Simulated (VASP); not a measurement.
# Si (P6_3/mmc) in VASP: single point with PBE

Aim: the single point of Si with PBE.

Everything below comes from runs of VASP 6.6.1. Logs are shortened: lines on timing, memory, paths and dates and some standing lists are left out, and cuts for length are marked.

**1. The cell of the first run**

It takes space group P6_3/mmc (No. 194, hexagonal). The conventional cell has a = 3.851 Å, b = 3.851 Å, c = 6.365 Å, α = 90.00°, β = 90.00°, γ = 120.00°. Si (site symmetry 3m) has 4 Si at 2.36 to 2.38 Å within 3.1 Å.

**2. Single point, PBE**

INCAR reads:

```
SYSTEM = Si
PREC     = Accurate       ! precision mode
ENCUT    = 520            ! plane-wave cutoff, eV
EDIFF    = 1E-6           ! SCF threshold, eV
ISMEAR   = 0              ! smearing method
SIGMA    = 0.05           ! smearing width, eV
LREAL    = .False.        ! projectors in reciprocal space
LASPH    = .True.         ! aspherical terms in the spheres
NELM     = 100            ! most SCF steps
ALGO     = Normal         ! electronic algorithm
ISIF     = 2              ! what is computed and relaxed
LWAVE    = .False.        ! write WAVECAR
LCHARG   = .False.        ! write CHGCAR
GGA      = PE             ! functional
NBANDS   = 26             ! bands
```

KPOINTS reads:

```
regular mesh
0
Gamma
  10 10 3
  0 0 0
```

POSCAR reads:

```
Si
1.0
   -3.8510822046      0.0000000000      0.0000000000
   -1.9255411023     -3.3351350213      0.0000000000
    0.0000000000      0.0000000000     12.7293621948
Si
8
Direct
    0.3333333333      0.3333333333      0.0314660365
    0.3333333333      0.3333333333      0.5314660365
    0.6666666667      0.6666666667      0.2814660365
    0.6666666667      0.6666666667      0.7814660365
    0.3333333333      0.3333333333      0.2185339635
    0.3333333333      0.3333333333      0.7185339635
    0.6666666667      0.6666666667      0.4685339635
    0.6666666667      0.6666666667      0.9685339635
```

Potentials or basis: VASP PAW PBE potentials, release 64 (Si).

Command:

```bash
$ cat potpaw_PBE.64/Si/POTCAR > POTCAR
$ mpirun -np 1 vasp_std > vasp.out
```

OUTCAR:

```text
SYSTEM = Si
   PREC = Accurate
   ENCUT = 520
   EDIFF = 1E-6
   ISMEAR = 0
   LREAL = .False.
   LASPH = .True.
   NELM = 100
   ISIF = 2
   GGA = PE

 ion  position               nearest neighbor table
   1  0.333  0.333  0.031-   8 2.36   8 2.36   8 2.36   5 2.38
   2  0.333  0.333  0.531-   7 2.36   7 2.36   7 2.36   6 2.38
   3  0.667  0.667  0.281-   5 2.36   5 2.36   5 2.36   7 2.38
   4  0.667  0.667  0.781-   6 2.36   6 2.36   6 2.36   8 2.38
   5  0.333  0.333  0.219-   3 2.36   3 2.36   3 2.36   1 2.38
   6  0.333  0.333  0.719-   4 2.36   4 2.36   4 2.36   2 2.38
   7  0.667  0.667  0.469-   2 2.36   2 2.36   2 2.36   3 2.38
   8  0.667  0.667  0.969-   1 2.36   1 2.36   1 2.36   4 2.38

  LATTYP: Found a hexagonal cell.
 ALAT       =     3.8510822046
 C/A-ratio  =     3.3053987213

  Lattice vectors:

 A1 = (   1.9255411023,   3.3351350213,   0.0000000000)
 A2 = (  -3.8510822046,   0.0000000000,   0.0000000000)
 A3 = (   0.0000000000,   0.0000000000,  12.7293621948)

Analysis of symmetry for initial positions (statically):
=====================================================================
 Subroutine PRICEL returns following result:

  LATTYP: Found a hexagonal cell.
 ALAT       =     3.8510822046
 C/A-ratio  =     1.6526993606

  Lattice vectors:

 A1 = (   1.9255411023,   3.3351350213,   0.0000000000)
 A2 = (  -3.8510822046,   0.0000000000,   0.0000000000)
 A3 = (   0.0000000000,   0.0000000000,   6.3646810974)

   2 primitive cells build up your supercell.

 Routine SETGRP: Setting up the symmetry group for a
 hexagonal supercell.

 Subroutine GETGRP returns: Found 24 space group operations
 (whereof 12 operations were pure point group operations)
 out of a pool of 24 trial point group operations.

The static configuration has the point symmetry D_3d.
 The point group associated with its full space group is D_6h.

Analysis of symmetry for dynamics (positions and initial velocities):
=====================================================================
 Subroutine PRICEL returns following result:

  LATTYP: Found a hexagonal cell.
 ALAT       =     3.8510822046
 C/A-ratio  =     1.6526993606

  Lattice vectors:

 A1 = (   1.9255411023,   3.3351350213,   0.0000000000)
 A2 = (  -3.8510822046,   0.0000000000,   0.0000000000)
 A3 = (   0.0000000000,   0.0000000000,   6.3646810974)

   2 primitive cells build up your supercell.

 Routine SETGRP: Setting up the symmetry group for a
 hexagonal supercell.

 Subroutine GETGRP returns: Found 24 space group operations
 (whereof 12 operations were pure point group operations)
 out of a pool of 24 trial point group operations.

The dynamic configuration has the point symmetry D_3d.
 The point group associated with its full space group is D_6h.

 Subroutine INISYM returns: Found 24 space group operations
 (whereof 12 operations are pure point group operations),
 and found     2 'primitive' translations

----------------------------------------------------------------------------------------

                                     Primitive cell

  volume of cell :      81.7472

  direct lattice vectors                    reciprocal lattice vectors
     1.925541102  3.335135021  0.000000000     0.000000000  0.299837936  0.000000000
    -3.851082205  0.000000000  0.000000000    -0.259667269  0.149918968  0.000000000
     0.000000000  0.000000000  6.364681097     0.000000000  0.000000000  0.157117063

  length of vectors
     3.851082205  3.851082205  6.364681097     0.299837936  0.299837936  0.157117063

  position of ions in fractional coordinates (direct lattice)
     0.666666667  0.333333333  0.062932073
     0.333333333  0.666666667  0.562932073
     0.666666667  0.333333333  0.437067927
     0.333333333  0.666666667  0.937067927

  ion indices of the primitive-cell ions
   primitive index   ion index
                 1           1
                 2           3
                 3           5
                 4           8

----------------------------------------------------------------------------------------

 KPOINTS: regular mesh

Automatic generation of k-mesh.
 Grid dimensions read from file:
 generate k-points for:   10   10    3

 Generating k-lattice:

  Cartesian coordinates                     Fractional coordinates (reciprocal lattice)
    -0.025966727  0.014991897  0.000000000     0.100000000  0.000000000  0.000000000
     0.000000000 -0.029983794  0.000000000     0.000000000  0.100000000  0.000000000
     0.000000000  0.000000000  0.026186177     0.000000000  0.000000000  0.333333333

  Length of vectors
     0.029983794  0.029983794  0.026186177

  Shift w.r.t. Gamma in fractional coordinates (k-lattice)
     0.000000000  0.000000000  0.000000000

 Subroutine IBZKPT returns following result:
 ===========================================

 Found     28 irreducible k-points:

 Following reciprocal coordinates:
            Coordinates               Weight
  0.000000  0.000000  0.000000      1.000000
  0.100000  0.000000  0.000000      6.000000
  0.200000  0.000000  0.000000      6.000000
  0.300000 -0.000000  0.000000      6.000000
  0.400000 -0.000000  0.000000      6.000000
  0.500000  0.000000  0.000000      3.000000
[... 16 lines left out ...]
  0.400000  0.100000  0.333333     24.000000
  0.500000  0.100000  0.333333     24.000000
 [... further k-points ...]
   k-points           NKPTS =     28   k-points in BZ     NKDIM =     28   number of bands    NBANDS=     26
   number of dos      NEDOS =    301   number of ions     NIONS =      8
   total plane-waves  NPLWV =  86400
   dimension x,y,z NGX =    30 NGY =   30 NGZ =   96
   dimension x,y,z NGXF=    60 NGYF=   60 NGZF=  192
   ions per type =               8
   NGX,Y,Z   is equivalent  to a cutoff of  12.95, 12.95, 12.54 a.u.
   NGXF,Y,Z  is equivalent  to a cutoff of  25.90, 25.90, 25.08 a.u.
 SYSTEM =  Si
   PREC   = accura    normal or accurate (medium, high low for compatibility)
   ISTART =      0    job   : 0-new  1-cont  2-samecut
   ICHARG =      2    charge: 1-file 2-atom 10-const
   ISPIN  =      1    spin polarized calculation?
   LNONCOLLINEAR =      F non collinear calculations
   LSORBIT =      F    spin-orbit coupling
   LASPH  =      T    aspherical Exc in radial PAW
   ENCUT  =  520.0 eV  38.22 Ry    6.18 a.u.   7.16  7.16 23.67*2*pi/ulx,y,z
   NELM   =    100;   NELMIN=  2; NELMDL= -5     # of ELM steps
   EDIFF  = 0.1E-05   stopping-criterion for ELM
   LREAL  =      F    real-space projection
   EDIFFG = 0.1E-04   stopping-criterion for IOM
   NSW    =      0    number of steps for IOM
   IBRION =     -1    ionic relax: 0-MD 1-quasi-New 2-CG
   NFREE  =      0    steps in history (QN), initial steepest desc. (CG)
   ISIF   =      2    stress and relaxation
   ISYM   =      2    0-nonsym 1-usesym 2-fastsym
   POTIM  = 0.5000    time-step for ionic-motion
   TEBEG  =    0.0;   TEEND  =   0.0 temperature during run
   PSTRESS=    0.0 pullay stress
   NELECT =      32.0000    total number of electrons
   NUPDOWN=      -1.0000    fix difference up-down
   EMIN   =  10.00;   EMAX   =-10.00  energy-range for DOS
   EFERMI =   0.00;   METHOD = LEGACY
   ISMEAR =     0;   SIGMA  =   0.05  broadening in eV -4-tet -1-fermi 0-gaus
   EFERMI_NEDOS =   21; number of points for ismear=-14 and -15
   IALGO  =     38    algorithm
   IMIX   =      4    mixing-type and parameters
     AMIX     =   0.40;   BMIX     =  1.00
     AMIX_MAG =   1.60;   BMIX_MAG =  1.00
  volume/ion in A,a.u.               =      20.44       137.91
  Fermi-wavevector in a.u.,A,eV,Ry     =   0.950511  1.796206 12.292475  0.903471
  Thomas-Fermi vector in A             =   2.078895
   LORBIT       =      0    0 simple, 1 ext, 2 COOP (PROOUT), +10 PAW based schemes
   GGA     = PE    functional components
   LHFCALC =     F    Hartree Fock is set to
   AEXX    =    0.0000 exact exchange contribution
   IVDW    =     0    specifies the selected vdW correction
   LEPSILON=     F    determine dielectric tensor
   LRPA    =     F    only Hartree local field effects (RPA)
 non-spin polarized calculation
 Gauss-broadening in eV      SIGMA  =   0.05
  energy-cutoff  :      520.00
  volume of cell :      163.49
 maximum number of plane-waves:      4429
 NGX is ok and might be reduce to    30
   NGX = 15   NGY = 15   NGZ = 47

 number of electron      32.0000002 magnetization

 Free energy of the ion-electron system (eV)
  ---------------------------------------------------
  ext. energy  EPLUGINS =         0.00000000
  ---------------------------------------------------
  free energy    TOTEN  =       -43.30911738 eV

  energy without entropy =      -43.30911738  energy(sigma->0) =      -43.30911738

 E-fermi :   6.0685     XC(G=0):  -9.3247

 val. band max:        5.8640123633   @ k =   0.0000   0.0000   0.0000
 cond. band min:       6.3165788181   @ k =   0.5000   0.0000   0.0000
 fundamental gap:      0.4525664548
 Fermi energy:         6.0685024205

 k-point     1 :       0.0000    0.0000    0.0000
  band No.  band energies     occupation
      1      -6.2119      2.00000
      2      -5.4348      2.00000
      3      -5.4348      2.00000
      4      -3.9673      2.00000
      5      -1.2627      2.00000
      6       1.6754      2.00000
[... 18 lines left out ...]
     25       8.8503      0.00000
     26       8.8506      0.00000

 k-point     2 :       0.1000    0.0000    0.0000
  band No.  band energies     occupation
      1      -6.0971      2.00000
      2      -5.3208      2.00000
      3      -5.3208      2.00000
      4      -3.8499      2.00000
      5      -1.2049      2.00000
      6       1.6730      2.00000
[... 18 lines left out ...]
     25       9.2608      0.00000
     26       9.2653      0.00000

 k-point     3 :       0.2000    0.0000    0.0000
  band No.  band energies     occupation
      1      -5.7571      2.00000
      2      -4.9843      2.00000
      3      -4.9843      2.00000
      4      -3.5015      2.00000
      5      -1.0960      2.00000
      6       1.4048      2.00000
[... 572 lines left out ...]
 k-point    23 :       0.4000    0.1000    0.3333
  band No.  band energies     occupation
      1      -4.7091      2.00000
      2      -4.4553      2.00000
      3      -3.4999      2.00000
      4      -2.8901      2.00000
      5      -1.2506      2.00000
      6      -0.7504      2.00000
[... 18 lines left out ...]
     25       9.9506      0.00000
     26      10.9386      0.00000

 k-point    24 :       0.5000    0.1000    0.3333
  band No.  band energies     occupation
      1      -4.0418      2.00000
      2      -3.8032      2.00000
      3      -2.9557      2.00000
      4      -2.5182      2.00000
      5      -1.7503      2.00000
      6      -1.5374      2.00000
[... 18 lines left out ...]
     25       9.6763      0.00000
     26      10.3093      0.00000

 [... further k-points ...]
[... 5 lines left out ...]
  --------------------------------------------------------------------------------------
  -------------------------------------------------------------------------------------
  Total       -0.0447778     -0.0447778     -0.0443780      0.0000000      0.0000000     -0.0000000
  in kB       -0.4388036     -0.4388036     -0.4348861      0.0000000      0.0000000     -0.0000000
  external PRESSURE =      -0.4374978 kB  Pullay stress =       0.0000000 kB

 VOLUME and BASIS-vectors are now :
 -----------------------------------------------------------------------------
  energy-cutoff  :      520.00
  volume of cell :      163.49
      direct lattice vectors                 reciprocal lattice vectors
    -3.851082205  0.000000000  0.000000000    -0.259667269  0.149918968  0.000000000
    -1.925541102 -3.335135021  0.000000000     0.000000000 -0.299837936  0.000000000
     0.000000000  0.000000000 12.729362195     0.000000000  0.000000000  0.078558531

 POSITION                                       TOTAL-FORCE (eV/Angst)
 -----------------------------------------------------------------------------------
     -1.92554     -1.11171      0.40054         0.000000      0.000000     -0.000187
     -1.92554     -1.11171      6.76522         0.000000      0.000000     -0.000187
     -3.85108     -2.22342      3.58288         0.000000      0.000000     -0.000187
     -3.85108     -2.22342      9.94756        -0.000000     -0.000000     -0.000187
     -1.92554     -1.11171      2.78180        -0.000000      0.000000      0.000187
     -1.92554     -1.11171      9.14648         0.000000      0.000000      0.000187
     -3.85108     -2.22342      5.96414        -0.000000     -0.000000      0.000187
     -3.85108     -2.22342     12.32882        -0.000000     -0.000000      0.000187
 -----------------------------------------------------------------------------------
    total drift:                                0.000000      0.000000     -0.000000

  FREE ENERGIE OF THE ION-ELECTRON SYSTEM (eV)
  ---------------------------------------------------
  free  energy   TOTEN  =       -43.3091173783 eV

  energy  without entropy=      -43.3091173783  energy(sigma->0) =      -43.30911738
```

Run time: 2 min. Hardware: 1 thread of Intel Xeon Platinum 8259CL at 2.50GHz (Skylake/Cascade Lake), shared host; peak memory 0.3 GiB.

Results:

```
Free energy            : -43.3091 eV
Pressure               : 0.0 GPa
Band gap on the k mesh : 0.45 eV
```

A k mesh can miss the band edges.
